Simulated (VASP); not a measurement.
# CoGe3 (Pm-3m) in VASP: single point with PBE

Aim: the single point of CoGe3 with PBE.

All numbers are computed with VASP 6.6.1; they aren't measurements. Logs are shortened: lines on timing, memory, paths and dates and some standing lists are left out, and cuts for length are marked.

## (1) The cell of the first run

It takes space group Pm-3m (No. 221, cubic). The conventional cell has a = 4.012 Å, b = 4.012 Å, c = 4.012 Å, α = 90.00°, β = 90.00°, γ = 90.00°. Within 3.7 Å of Co (site symmetry m-3m) lie 12 Ge at 2.84 Å. Within 3.7 Å of Ge (site symmetry 4/mmm) lie 4 Co at 2.84 Å and 8 Ge at 2.84 Å.

## (2) Single point, PBE, collinear spin, ferromagnetic start

Contents of INCAR:

```
SYSTEM = CoGe3
  PREC = Accurate
  ENCUT = 520
  EDIFF = 1E-7
  ISMEAR = 0
  SIGMA = 0.1
  LREAL = .False.
  LASPH = .True.
  NELM = 150
  ALGO = Normal
  ISIF = 2
  LWAVE = .False.
  LCHARG = .False.
  ISPIN = 2
  MAGMOM = 1.14 0 0 0
  LORBIT = 11
  LMAXMIX = 4
  GGA = PE
  NBANDS = 38
```

Contents of KPOINTS:

```
regular mesh
0
Gamma
  12 12 12
  0 0 0
```

Contents of POSCAR:

```
CoGe3
1.0
    4.0118737164      0.0000000000      0.0000000000
    0.0000000000      4.0118737164      0.0000000000
    0.0000000000      0.0000000000      4.0118737164
Co Ge
1 3
Direct
    0.0000000000      0.0000000000      0.0000000000
    0.0000000000      0.5000000000      0.5000000000
    0.5000000000      0.0000000000      0.5000000000
    0.5000000000      0.5000000000      0.0000000000
```

Potentials or basis: VASP PAW PBE potentials, release 64 (Co, Ge_d).

The run is started by

```bash
$ cat potpaw_PBE.64/Co/POTCAR potpaw_PBE.64/Ge_d/POTCAR > POTCAR
$ mpirun -np 1 vasp_std > vasp.out
```

OUTCAR:

```text
SYSTEM = CoGe3
   PREC = Accurate
   ENCUT = 520
   EDIFF = 1E-7
   ISMEAR = 0
   LREAL = .False.
   LASPH = .True.
   NELM = 150
   ISIF = 2
   ISPIN = 2
   LORBIT = 11
   GGA = PE

 ion  position               nearest neighbor table
   1  0.000  0.000  0.000-   2 2.84   3 2.84   4 2.84   2 2.84   3 2.84   2 2.84   4 2.84   2 2.84
                             3 2.84   4 2.84   3 2.84   4 2.84
   2  0.000  0.500  0.500-   1 2.84   3 2.84   4 2.84   1 2.84   4 2.84   1 2.84   3 2.84   1 2.84
                             3 2.84   4 2.84   4 2.84   3 2.84
   3  0.500  0.000  0.500-   1 2.84   2 2.84   4 2.84   1 2.84   4 2.84   2 2.84   4 2.84   4 2.84
                             1 2.84   2 2.84   1 2.84   2 2.84
   4  0.500  0.500  0.000-   1 2.84   2 2.84   3 2.84   2 2.84   3 2.84   1 2.84   3 2.84   3 2.84
                             1 2.84   2 2.84   2 2.84   1 2.84

  LATTYP: Found a simple cubic cell.
 ALAT       =     4.0118737164

  Lattice vectors:

 A1 = (   4.0118737164,   0.0000000000,   0.0000000000)
 A2 = (   0.0000000000,   4.0118737164,   0.0000000000)
 A3 = (   0.0000000000,   0.0000000000,   4.0118737164)

Analysis of symmetry for initial positions (statically):
=====================================================================
 Subroutine PRICEL returns:
 Original cell was already a primitive cell.

 Routine SETGRP: Setting up the symmetry group for a
 simple cubic supercell.

 Subroutine GETGRP returns: Found 48 space group operations
 (whereof 48 operations were pure point group operations)
 out of a pool of 48 trial point group operations.

The static configuration has the point symmetry O_h .

Analysis of symmetry for dynamics (positions and initial velocities):
=====================================================================
 Subroutine PRICEL returns:
 Original cell was already a primitive cell.

 Routine SETGRP: Setting up the symmetry group for a
 simple cubic supercell.

 Subroutine GETGRP returns: Found 48 space group operations
 (whereof 48 operations were pure point group operations)
 out of a pool of 48 trial point group operations.

The dynamic configuration has the point symmetry O_h .

Analysis of structural, dynamic, and magnetic symmetry:
=====================================================================
 Subroutine PRICEL returns:
 Original cell was already a primitive cell.

 Routine SETGRP: Setting up the symmetry group for a
 simple cubic supercell.

 Subroutine GETGRP returns: Found 48 space group operations
 (whereof 48 operations were pure point group operations)
 out of a pool of 48 trial point group operations.

The overall configuration has the point symmetry O_h .

 Subroutine INISYM returns: Found 48 space group operations
 (whereof 48 operations are pure point group operations),
 and found     1 'primitive' translations

----------------------------------------------------------------------------------------

                                     Primitive cell

  volume of cell :      64.5716

  direct lattice vectors                    reciprocal lattice vectors
     4.011873716  0.000000000  0.000000000     0.249260089  0.000000000  0.000000000
     0.000000000  4.011873716  0.000000000     0.000000000  0.249260089  0.000000000
     0.000000000  0.000000000  4.011873716     0.000000000  0.000000000  0.249260089

  length of vectors
     4.011873716  4.011873716  4.011873716     0.249260089  0.249260089  0.249260089

  position of ions in fractional coordinates (direct lattice)
     0.000000000  0.000000000  0.000000000
     0.000000000  0.500000000  0.500000000
     0.500000000  0.000000000  0.500000000
     0.500000000  0.500000000  0.000000000

  ion indices of the primitive-cell ions
   primitive index   ion index
                 1           1
                 2           2
                 3           3
                 4           4

----------------------------------------------------------------------------------------

 KPOINTS: regular mesh

Automatic generation of k-mesh.
 Grid dimensions read from file:
 generate k-points for:   12   12   12

 Generating k-lattice:

  Cartesian coordinates                     Fractional coordinates (reciprocal lattice)
     0.020771674  0.000000000  0.000000000     0.083333333  0.000000000  0.000000000
     0.000000000  0.020771674  0.000000000     0.000000000  0.083333333  0.000000000
     0.000000000  0.000000000  0.020771674     0.000000000  0.000000000  0.083333333

  Length of vectors
     0.020771674  0.020771674  0.020771674

  Shift w.r.t. Gamma in fractional coordinates (k-lattice)
     0.000000000  0.000000000  0.000000000

 Subroutine IBZKPT returns following result:
 ===========================================

 Found     84 irreducible k-points:

 Following reciprocal coordinates:
            Coordinates               Weight
  0.000000  0.000000  0.000000      1.000000
  0.083333  0.000000  0.000000      6.000000
  0.166667  0.000000  0.000000      6.000000
  0.250000  0.000000  0.000000      6.000000
  0.333333  0.000000  0.000000      6.000000
  0.416667  0.000000  0.000000      6.000000
[... 16 lines left out ...]
  0.333333  0.333333  0.000000     12.000000
  0.416667  0.333333  0.000000     24.000000
 [... further k-points ...]
   k-points           NKPTS =     84   k-points in BZ     NKDIM =     84   number of bands    NBANDS=     38
   number of dos      NEDOS =    301   number of ions     NIONS =      4
   total plane-waves  NPLWV =  27000
   dimension x,y,z NGX =    30 NGY =   30 NGZ =   30
   dimension x,y,z NGXF=    60 NGYF=   60 NGZF=   60
   ions per type =               1   3
   NGX,Y,Z   is equivalent  to a cutoff of  12.43, 12.43, 12.43 a.u.
   NGXF,Y,Z  is equivalent  to a cutoff of  24.86, 24.86, 24.86 a.u.
 SYSTEM =  CoGe3
   PREC   = accura    normal or accurate (medium, high low for compatibility)
   ISTART =      0    job   : 0-new  1-cont  2-samecut
   ICHARG =      2    charge: 1-file 2-atom 10-const
   ISPIN  =      2    spin polarized calculation?
   LNONCOLLINEAR =      F non collinear calculations
   LSORBIT =      F    spin-orbit coupling
   LASPH  =      T    aspherical Exc in radial PAW
   ENCUT  =  520.0 eV  38.22 Ry    6.18 a.u.   7.46  7.46  7.46*2*pi/ulx,y,z
   NELM   =    150;   NELMIN=  2; NELMDL= -5     # of ELM steps
   EDIFF  = 0.1E-06   stopping-criterion for ELM
   LREAL  =      F    real-space projection
   EDIFFG = 0.1E-05   stopping-criterion for IOM
   NSW    =      0    number of steps for IOM
   IBRION =     -1    ionic relax: 0-MD 1-quasi-New 2-CG
   NFREE  =      0    steps in history (QN), initial steepest desc. (CG)
   ISIF   =      2    stress and relaxation
   ISYM   =      2    0-nonsym 1-usesym 2-fastsym
   POTIM  = 0.5000    time-step for ionic-motion
   TEBEG  =    0.0;   TEEND  =   0.0 temperature during run
   PSTRESS=    0.0 pullay stress
   NELECT =      51.0000    total number of electrons
   NUPDOWN=      -1.0000    fix difference up-down
   EMIN   =  10.00;   EMAX   =-10.00  energy-range for DOS
   EFERMI =   0.00;   METHOD = LEGACY
   ISMEAR =     0;   SIGMA  =   0.10  broadening in eV -4-tet -1-fermi 0-gaus
   EFERMI_NEDOS =   21; number of points for ismear=-14 and -15
   IALGO  =     38    algorithm
   IMIX   =      4    mixing-type and parameters
     AMIX     =   0.40;   BMIX     =  1.00
     AMIX_MAG =   1.60;   BMIX_MAG =  1.00
  volume/ion in A,a.u.               =      16.14       108.94
  Fermi-wavevector in a.u.,A,eV,Ry     =   1.513274  2.859674 31.157326  2.289999
  Thomas-Fermi vector in A             =   2.623087
   LORBIT       =     11    0 simple, 1 ext, 2 COOP (PROOUT), +10 PAW based schemes
   GGA     = PE    functional components
   LHFCALC =     F    Hartree Fock is set to
   AEXX    =    0.0000 exact exchange contribution
   IVDW    =     0    specifies the selected vdW correction
   LEPSILON=     F    determine dielectric tensor
   LRPA    =     F    only Hartree local field effects (RPA)
 spin polarized calculation
 Gauss-broadening in eV      SIGMA  =   0.10
  energy-cutoff  :      520.00
  volume of cell :       64.57
 maximum number of plane-waves:      1765
 NGX is ok and might be reduce to    30
   NGX = 15   NGY = 15   NGZ = 15

 number of electron      50.9999911 magnetization       1.0787838

 Free energy of the ion-electron system (eV)
  ---------------------------------------------------
  ext. energy  EPLUGINS =         0.00000000
  ---------------------------------------------------
  free energy    TOTEN  =       -18.96176211 eV

  energy without entropy =      -18.94504049  energy(sigma->0) =      -18.95340130

 E-fermi :   7.9249     XC(G=0): -11.8826

 val. band max:        7.9208233726   @ k =   0.1667   0.0000   0.0000
 cond. band min:       7.9322715302   @ k =   0.4167   0.1667   0.0000
 fundamental gap:      0.0114481577
 Fermi energy:         7.9248984271

 spin component 1

 k-point     1 :       0.0000    0.0000    0.0000
  band No.  band energies     occupation
      1     -16.9538      1.00000
      2     -16.9533      1.00000
      3     -16.9533      1.00000
      4     -16.9533      1.00000
      5     -16.8470      1.00000
      6     -16.8470      1.00000
[... 949 lines left out ...]
     36      19.4281      0.00000
     37      19.7511      0.00000

 [... further k-points ...]

 spin component 2

 k-point     1 :       0.0000    0.0000    0.0000
  band No.  band energies     occupation
      1     -16.9492      1.00000
      2     -16.9492      1.00000
      3     -16.9492      1.00000
      4     -16.9467      1.00000
      5     -16.8479      1.00000
      6     -16.8479      1.00000
[... 949 lines left out ...]
     36      19.4983      0.00000
     37      19.7819      0.00000

 [... further k-points ...]

 [bands above 37 left out]

------------------------ aborting loop because EDIFF is reached ----------------------------------------

  FORCE on cell =-STRESS in cart. coord.  units (eV):
  Direction    XX          YY          ZZ          XY          YZ          ZX
  --------------------------------------------------------------------------------------
  -------------------------------------------------------------------------------------
  Total        0.0036007      0.0036007      0.0036007      0.0000000      0.0000000      0.0000000
  in kB        0.0893430      0.0893430      0.0893430      0.0000000      0.0000000      0.0000000
  external PRESSURE =       0.0893430 kB  Pullay stress =       0.0000000 kB

 VOLUME and BASIS-vectors are now :
 -----------------------------------------------------------------------------
  energy-cutoff  :      520.00
  volume of cell :       64.57
      direct lattice vectors                 reciprocal lattice vectors
     4.011873716  0.000000000  0.000000000     0.249260089  0.000000000  0.000000000
     0.000000000  4.011873716  0.000000000     0.000000000  0.249260089  0.000000000
     0.000000000  0.000000000  4.011873716     0.000000000  0.000000000  0.249260089

 POSITION                                       TOTAL-FORCE (eV/Angst)
 -----------------------------------------------------------------------------------
      0.00000      0.00000      0.00000         0.000000      0.000000      0.000000
      0.00000      2.00594      2.00594         0.000000      0.000000      0.000000
      2.00594      0.00000      2.00594         0.000000      0.000000      0.000000
      2.00594      2.00594      0.00000         0.000000      0.000000      0.000000
 -----------------------------------------------------------------------------------
    total drift:                                0.000000      0.000000     -0.000000

  FREE ENERGIE OF THE ION-ELECTRON SYSTEM (eV)
  ---------------------------------------------------
  free  energy   TOTEN  =       -18.9617621058 eV

  energy  without entropy=      -18.9450404852  energy(sigma->0) =      -18.95340130

 total charge

# of ion       s       p       d       tot
------------------------------------------
    1        0.338   0.251   7.391   7.979
    2        1.235   0.975  10.048  12.258
    3        1.235   0.975  10.048  12.258
    4        1.235   0.975  10.048  12.258
--------------------------------------------------
tot          4.044   3.177  37.534  44.754

 magnetization (x)

# of ion       s       p       d       tot
------------------------------------------
    1        0.009   0.011   1.068   1.088
    2        0.013  -0.009  -0.001   0.002
    3        0.013  -0.009  -0.001   0.002
    4        0.013  -0.009  -0.001   0.002
--------------------------------------------------
tot          0.047  -0.017   1.064   1.095
```

It took 3.1 min on 1 thread of Intel Xeon 6975P-C (Granite Rapids), shared host; peak memory 0.39 GiB.

What came out:

```
Free energy                                           : -18.9618 eV
Pressure                                              : 0.0 GPa
Net moment                                            : 1.08 μB per cell
Site moments                                          : Co +1.09; Ge +0.00 μB
Valence electrons inside the program's atomic spheres : Co 7.98; Ge 12.26
```
